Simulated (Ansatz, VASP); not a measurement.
## Two plane-wave programs on LiF

File INCAR:

```
SYSTEM = LiF
  PREC = Accurate
  ENCUT = 520
  EDIFF = 1E-7
  ISMEAR = 0
  SIGMA = 0.02
  LREAL = .FALSE.
  LASPH = .TRUE.
  NELM = 100
  ALGO = Normal
  ISIF = 2
  LWAVE = .FALSE.
  LCHARG = .FALSE.
  GGA = PS
  NBANDS = 18
```

The input KPOINTS:

```
Automatic mesh
0
G
  9 9 6
  0 0 0
```

The input POSCAR:

```
LiF
1.0
    3.0609398175      0.0000000000      0.0000000000
   -1.5304699087      2.6508516414      0.0000000000
    0.0000000000      0.0000000000      4.8073245700
Li F
2 2
Direct
    0.3333333300      0.6666666700      0.3811542600
    0.6666666700      0.3333333300      0.8811542600
    0.3627360642      0.6666666700      0.9938437400
    0.6666666700      0.3333333300      0.4938437400
```

Input for Ansatz:

```yaml
crystal:
  lattice:
    - [3.0609398175, 0.0, 0.0]
    - [-1.5304699087, 2.6508516414, 0.0]
    - [0.0, 0.0, 4.80732457]
  atoms:
    - { symbol: Li, position: [0.33333333, 0.66666667, 0.38115426] }
    - { symbol: Li, position: [0.66666667, 0.33333333, 0.88115426] }
    - { symbol: F, position: [0.3627360642, 0.66666667, 0.99384374] }
    - { symbol: F, position: [0.66666667, 0.33333333, 0.49384374] }
basis:
  ecutwfc: 420
kpoints:
  mp_grid: { grid: [9, 9, 6] }
hamiltonian:
  xc: pbesol
scf:
  occupations: { method: gaussian, width: 0.02 }
output:
  forces: true
  stress: true
  eigenvalues: true
```

Change from the starting cell: one atom moved.

Alike in both runs: task single point; functional PBEsol; k mesh 9 × 9 × 6; occupations gaussian, width 0.02 eV; no spin polarisation.

```csv
,VASP,Ansatz
version,VASP 6.6.1,Ansatz 0.2.0
potentials or method,"VASP PAW PBE potentials, release 64 (Li_sv, F), cutoff 520 eV","scalar-relativistic, plane waves, PAW"
valence electrons in the cell,20,20
```

|  | VASP | Ansatz | Ansatz less VASP |
| --- | --- | --- | --- |
| gap on the k mesh at the Fermi level (eV) | 7.72 | 7.73 | +0.013 |
| least direct gap on the mesh (eV) | 7.72 | 7.73 | +0.013 |
| rms of the force components (eV/Å) | 0.165 | 0.157 | -0.0076 |

VASP's potentials were made for PBE, not for PBEsol. Atom by atom the forces differ by 0.008 eV/Å (rms over components). With one functional, cell and mesh, what is left measures potentials, basis and numerics.

Noted on VASP's run: the cutoff is short for stress, so the pressure is rough.
